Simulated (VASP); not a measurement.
# CuCl (F-43m) in VASP: G0W0 quasiparticle levels with PBE

Aim: the G0W0 quasiparticle levels of CuCl with PBE.

All numbers are computed with VASP 6.6.1; they aren't measurements. Logs are shortened: lines on timing, memory, paths and dates and some standing lists are left out, and cuts for length are marked.

**1. The cell of the first run**

Symmetry: F-43m, No. 216, cubic system. The conventional cell has a = 5.420 Å, b = 5.420 Å, c = 5.420 Å, α = 90.00°, β = 90.00°, γ = 90.00°. Within 3.1 Å of Cu (site symmetry -43m) lie 4 Cl at 2.35 Å. Within 3.1 Å of Cl (site symmetry -43m) lie 4 Cu at 2.35 Å.

**2. G0W0 quasiparticle levels, PBE**

The input, POSCAR:

```
CuCl
1.0
    0.0000000000      2.7100000000      2.7100000000
    2.7100000000      0.0000000000      2.7100000000
    2.7100000000      2.7100000000      0.0000000000
Cu Cl
1 1
Direct
    0.0000000000      0.0000000000      0.0000000000
    0.2500000000      0.2500000000      0.2500000000
```

The input, INCAR.step1:

```
SYSTEM = CuCl
PREC = Accurate
ENCUT = 500
EDIFF = 1E-8
ISMEAR = 0
SIGMA = 0.01
LREAL = .False.
LASPH = .True.
NELM = 80
ALGO = Normal
LWAVE = .True.
LCHARG = .False.
GGA = PE
```

The input, INCAR.step2:

```
SYSTEM = CuCl
PREC = Accurate
ENCUT = 500
EDIFF = 1E-8
ISMEAR = 0
SIGMA = 0.01
LREAL = .False.
LASPH = .True.
NELM = 1
ALGO = Exact
LWAVE = .True.
LCHARG = .False.
GGA = PE
NBANDS = 397
LOPTICS = .True.
ISTART = 1
```

The input, INCAR.step3:

```
SYSTEM = CuCl
PREC = Accurate
ENCUT = 500
EDIFF = 1E-8
ISMEAR = 0
SIGMA = 0.01
LREAL = .False.
LASPH = .True.
ALGO = EVGW0
LWAVE = .False.
LCHARG = .False.
GGA = PE
NELMGW = 1
NBANDS = 397
ENCUTGW = 180.0
NOMEGA = 96
PRECFOCK = Fast
ISTART = 1
NBANDSGW = 17
OMEGAMAX = 20
```

The input, KPOINTS:

```
regular mesh
0
Gamma
  4 4 4
  0 0 0
```

Potentials or basis: VASP PAW PBE potentials, release 64 (Cu_GW, Cl_GW).

Command:

```bash
> cat potpaw_PBE.64/Cu_GW/POTCAR potpaw_PBE.64/Cl_GW/POTCAR > POTCAR
> cp INCAR.step1 INCAR
> mpirun -np 1 vasp_std > vasp.out
> cp INCAR.step2 INCAR
> mpirun -np 1 vasp_std > vasp.out
> cp INCAR.step3 INCAR
> mpirun -np 1 vasp_std > vasp.out
```

OUTCAR:

```text
SYSTEM = CuCl
   PREC = Accurate
   ENCUT = 500
   EDIFF = 1E-8
   ISMEAR = 0
   LREAL = .False.
   LASPH = .True.
   GGA = PE
   NELMGW = 1
   ENCUTGW = 180.0
   PRECFOCK = Fast
   ISTART = 1

 ion  position               nearest neighbor table
   1  0.000  0.000  0.000-   2 2.35   2 2.35   2 2.35   2 2.35
   2  0.250  0.250  0.250-   1 2.35   1 2.35   1 2.35   1 2.35

  LATTYP: Found a face centered cubic cell.
 ALAT       =     5.4200000000

  Lattice vectors:

 A1 = (   0.0000000000,   2.7100000000,   2.7100000000)
 A2 = (   2.7100000000,   0.0000000000,   2.7100000000)
 A3 = (   2.7100000000,   2.7100000000,   0.0000000000)

Analysis of symmetry for initial positions (statically):
=====================================================================
 Subroutine PRICEL returns:
 Original cell was already a primitive cell.

 Routine SETGRP: Setting up the symmetry group for a
 face centered cubic supercell.

 Subroutine GETGRP returns: Found 24 space group operations
 (whereof 24 operations were pure point group operations)
 out of a pool of 48 trial point group operations.

The static configuration has the point symmetry T_d .

Analysis of symmetry for dynamics (positions and initial velocities):
=====================================================================
 Subroutine PRICEL returns:
 Original cell was already a primitive cell.

 Routine SETGRP: Setting up the symmetry group for a
 face centered cubic supercell.

 Subroutine GETGRP returns: Found 24 space group operations
 (whereof 24 operations were pure point group operations)
 out of a pool of 48 trial point group operations.

The dynamic configuration has the point symmetry T_d .

 Subroutine INISYM returns: Found 24 space group operations
 (whereof 24 operations are pure point group operations),
 and found     1 'primitive' translations

----------------------------------------------------------------------------------------

                                     Primitive cell

  volume of cell :      39.8050

  direct lattice vectors                    reciprocal lattice vectors
     0.000000000  2.710000000  2.710000000    -0.184501845  0.184501845  0.184501845
     2.710000000  0.000000000  2.710000000     0.184501845 -0.184501845  0.184501845
     2.710000000  2.710000000  0.000000000     0.184501845  0.184501845 -0.184501845

  length of vectors
     3.832518754  3.832518754  3.832518754     0.319566570  0.319566570  0.319566570

  position of ions in fractional coordinates (direct lattice)
     0.000000000  0.000000000  0.000000000
     0.250000000  0.250000000  0.250000000

  ion indices of the primitive-cell ions
   primitive index   ion index
                 1           1
                 2           2

----------------------------------------------------------------------------------------

 KPOINTS: regular mesh

Automatic generation of k-mesh.
 Grid dimensions read from file:
 generate k-points for:    4    4    4

 Generating k-lattice:

  Cartesian coordinates                     Fractional coordinates (reciprocal lattice)
    -0.046125461  0.046125461  0.046125461     0.250000000  0.000000000  0.000000000
     0.046125461 -0.046125461  0.046125461     0.000000000  0.250000000  0.000000000
     0.046125461  0.046125461 -0.046125461     0.000000000  0.000000000  0.250000000

  Length of vectors
     0.079891642  0.079891642  0.079891642

  Shift w.r.t. Gamma in fractional coordinates (k-lattice)
     0.000000000  0.000000000  0.000000000

 Subroutine IBZKPT returns following result:
 ===========================================

 Found      8 irreducible k-points:

 Following reciprocal coordinates:
            Coordinates               Weight
  0.000000  0.000000  0.000000      1.000000
  0.250000  0.000000  0.000000      8.000000
  0.500000  0.000000  0.000000      4.000000
  0.250000  0.250000  0.000000      6.000000
  0.500000  0.250000  0.000000     24.000000
 -0.250000  0.250000  0.000000     12.000000
  0.500000  0.500000  0.000000      3.000000
 -0.250000  0.500000  0.250000      6.000000
   k-points           NKPTS =      8   k-points in BZ     NKDIM =     64   number of bands    NBANDS=    397
   number of dos      NEDOS =    301   number of ions     NIONS =      2
   total plane-waves  NPLWV =  21952
   dimension x,y,z NGX =    28 NGY =   28 NGZ =   28
   dimension x,y,z NGXF=    56 NGYF=   56 NGZF=   56
   ions per type =               1   1
   NGX,Y,Z   is equivalent  to a cutoff of  12.15, 12.15, 12.15 a.u.
   NGXF,Y,Z  is equivalent  to a cutoff of  24.29, 24.29, 24.29 a.u.
 SYSTEM =  CuCl
   PREC   = accura    normal or accurate (medium, high low for compatibility)
   ISTART =      1    job   : 0-new  1-cont  2-samecut
   ICHARG =      0    charge: 1-file 2-atom 10-const
   ISPIN  =      1    spin polarized calculation?
   LNONCOLLINEAR =      F non collinear calculations
   LSORBIT =      F    spin-orbit coupling
   LASPH  =      T    aspherical Exc in radial PAW
   ENCUT  =  500.0 eV  36.75 Ry    6.06 a.u.   6.99  6.99  6.99*2*pi/ulx,y,z
   NELM   =     60;   NELMIN=  2; NELMDL=  0     # of ELM steps
   EDIFF  = 0.1E-07   stopping-criterion for ELM
   LREAL  =      F    real-space projection
   EDIFFG = 0.1E-06   stopping-criterion for IOM
   NSW    =      0    number of steps for IOM
   IBRION =     -1    ionic relax: 0-MD 1-quasi-New 2-CG
   NFREE  =      0    steps in history (QN), initial steepest desc. (CG)
   ISIF   =      0    stress and relaxation
   ISYM   =      3    0-nonsym 1-usesym 2-fastsym
   POTIM  = 0.5000    time-step for ionic-motion
   TEBEG  =    0.0;   TEEND  =   0.0 temperature during run
   PSTRESS=    0.0 pullay stress
   NELECT =      18.0000    total number of electrons
   NUPDOWN=      -1.0000    fix difference up-down
   EMIN   =  10.00;   EMAX   =-10.00  energy-range for DOS
   EFERMI =   0.00;   METHOD = LEGACY
   ISMEAR =     0;   SIGMA  =   0.01  broadening in eV -4-tet -1-fermi 0-gaus
   EFERMI_NEDOS =   21; number of points for ismear=-14 and -15
   IALGO  =     38    algorithm
   IMIX   =      4    mixing-type and parameters
     AMIX     =   0.40;   BMIX     =  1.00
     AMIX_MAG =   1.60;   BMIX_MAG =  1.00
  volume/ion in A,a.u.               =      19.90       134.31
  Fermi-wavevector in a.u.,A,eV,Ry     =   1.256569  2.374571 21.483135  1.578966
  Thomas-Fermi vector in A             =   2.390271
   LORBIT       =      0    0 simple, 1 ext, 2 COOP (PROOUT), +10 PAW based schemes
   GGA     = PE    functional components
   LHFCALC =     T    Hartree Fock is set to
   PRECFOCK=fast      Normal, Fast or Accurate (Low or Medium for compatibility)
   ENCUT4O =  -1.0   cutoff for four orbital integrals eV
   NKREDX  =     1    reduce k-point grid by
   NKREDY  =     1    reduce k-point grid by
   NKREDZ  =     1    reduce k-point grid by
   AEXX    =    1.0000 exact exchange contribution
   HFSCREEN=    0.0000 screening length (either q_TF or 0.3 A-1)
   HFSCREENC=   0.0000 screening length for correlation (either q_TF or 0.3 A-1)
   ENCUTFOCK=  -1.0 apply spherical cutoff to Coloumb kernel
   IVDW    =     0    specifies the selected vdW correction
   LEPSILON=     F    determine dielectric tensor
   LRPA    =     F    only Hartree local field effects (RPA)
   LRPAFORCE           =     F    calculate RPA forces
   ENCUTGW             = 180.0    cutoff for response function in eV
   ENCUTGWSOFT         = 144.0    soft cutoff for Coulomb kernel in GW response function in eV
   ENCUTLF             =  -1.0    cutoff for local field effects
   NELMGW              =     1    number of iterations in solving QP/BSE equation
   NELMHF              =     1    number of iterations in the inner HF iteration
   NKREDLFX            =     1    NKREDLFY  =   1   NKREDLFZ  =   1
 non-spin polarized calculation
 Gauss-broadening in eV      SIGMA  =   0.01
  energy-cutoff  :      500.00
  volume of cell :       39.81
 maximum number of plane-waves:      1036
  NGX = 16; NGY = 16; NGZ = 16
   NGX = 13   NGY = 13   NGZ = 13
 maximum number of plane-waves:       229

 QP shifts <psi_nk| G(iteration)W_0 |psi_nk>: iteration 1
 for sc-GW calculations column KS-energies equals QP-energies in previous step
 and V_xc(KS)=  KS-energies - (<T + V_ion + V_H > + <T+V_H+V_ion>^1  + <V_x>^1)

 k-point   1 :       0.0000    0.0000    0.0000
  band No.  KS-energies  QP-energies   sigma(KS)   V_xc(KS)     V^pw_x(r,r')   Z            occupation Imag(sigma)

      1     -13.9976     -14.5592     -15.8806     -14.9186     -24.1793       0.5838       2.0000       1.1765
      2      -1.9020      -2.8462     -16.6613     -15.2047     -21.1865       0.6483       2.0000       0.2677
      3      -1.9020      -2.8462     -16.6613     -15.2047     -21.1865       0.6483       2.0000       0.2677
      4      -1.9020      -2.8462     -16.6613     -15.2047     -21.1865       0.6483       2.0000       0.2677
      5       1.5450       0.6198     -20.4346     -18.9146     -28.4817       0.6087       2.0000       0.1909
      6       1.5450       0.6198     -20.4346     -18.9146     -28.4817       0.6087       2.0000       0.1909
[... 9 lines left out ...]
     16      15.6963      15.7299      -7.9759      -8.0218      -2.1213       0.7326       0.0000      -0.4568
     17      17.5496      17.5138      -7.9818      -7.9325      -2.5544       0.7270       0.0000      -0.6445

 k-point   2 :       0.2500    0.0000    0.0000
  band No.  KS-energies  QP-energies   sigma(KS)   V_xc(KS)     V^pw_x(r,r')   Z            occupation Imag(sigma)

      1     -13.7853     -14.3442     -16.0987     -15.1183     -24.3132       0.5700       2.0000       1.1195
      2      -2.8329      -3.8501     -15.0542     -13.5122     -18.7296       0.6597       2.0000       0.2665
      3      -1.8910      -2.8518     -16.5518     -15.0808     -20.8652       0.6532       2.0000       0.2517
      4      -1.8910      -2.8518     -16.5518     -15.0808     -20.8652       0.6532       2.0000       0.2517
      5       1.5370       0.6142     -20.3788     -18.8621     -28.4157       0.6084       2.0000       0.1920
      6       1.5370       0.6142     -20.3788     -18.8621     -28.4157       0.6084       2.0000       0.1920
[... 9 lines left out ...]
     16      15.3004      15.2358      -7.6471      -7.5595      -2.4174       0.7380       0.0000      -0.4470
     17      19.2212      19.3887      -9.1004      -9.3285      -2.9446       0.7342       0.0000      -0.7233

 k-point   3 :       0.5000    0.0000    0.0000
  band No.  KS-energies  QP-energies   sigma(KS)   V_xc(KS)     V^pw_x(r,r')   Z            occupation Imag(sigma)
[... 85 lines left out ...]
      1     -13.4138     -13.9955     -16.4887     -15.4936     -24.5772       0.5846       2.0000       1.0561
      2      -3.5435      -4.5938     -14.5140     -12.9177     -18.1355       0.6580       2.0000       0.2914
      3      -2.0336      -3.0782     -15.8441     -14.2909     -19.2620       0.6726       2.0000       0.2023
      4      -2.0336      -3.0782     -15.8441     -14.2909     -19.2620       0.6726       2.0000       0.2023
      5       1.4201       0.4952     -19.1445     -17.6329     -26.7140       0.6118       2.0000       0.2017
      6       1.6511       0.7517     -19.8073     -18.3533     -27.1972       0.6186       2.0000       0.1831
[... 9 lines left out ...]
     16      16.4889      17.1096     -11.5766     -12.4529      -5.8021       0.7083       0.0000      -0.4250
     17      16.4889      17.1096     -11.5766     -12.4529      -5.8021       0.7083       0.0000      -0.4250

 k-point   8 :      -0.2500    0.5000    0.2500
  band No.  KS-energies  QP-energies   sigma(KS)   V_xc(KS)     V^pw_x(r,r')   Z            occupation Imag(sigma)

      1     -13.4112     -13.9966     -16.4963     -15.4993     -24.5832       0.5873       2.0000       1.0566
      2      -3.0274      -4.0680     -14.8071     -13.2444     -18.0455       0.6659       2.0000       0.2425
      3      -2.7238      -3.7826     -15.1893     -13.5880     -18.9172       0.6612       2.0000       0.2478
      4      -2.1125      -3.1718     -15.5619     -13.9971     -18.8180       0.6769       2.0000       0.1934
      5       1.3598       0.4342     -18.9939     -17.4802     -26.4821       0.6115       2.0000       0.2031
      6       1.4543       0.5525     -20.2650     -18.7772     -28.2979       0.6062       2.0000       0.2003
[... 9 lines left out ...]
     16      16.5707      16.8667     -10.0362     -10.4484      -4.3916       0.7182       0.0000      -0.4839
     17      16.8238      17.4540     -11.0309     -11.9064      -4.9504       0.7197       0.0000      -0.4985
```

Run time: 3.7 min. Hardware: 1 thread of Intel Xeon 6975P-C (Granite Rapids), shared host; peak memory 0.78 GiB.

What came out:

```yaml
Quasiparticle_gap: 1.56 eV
Least_direct_quasiparticle_gap: 1.56 eV
Band_gap_of_the_starting_levels_on_the_mesh: 0.52 eV
Least_direct_gap_of_the_starting_levels_on_the_mesh: 0.52 eV
```

Caveat: the k points lie up to 0.50 Å⁻¹ apart; bands, screening cutoff and mesh are small and nothing is extrapolated, so the quasiparticle values aren't converged.
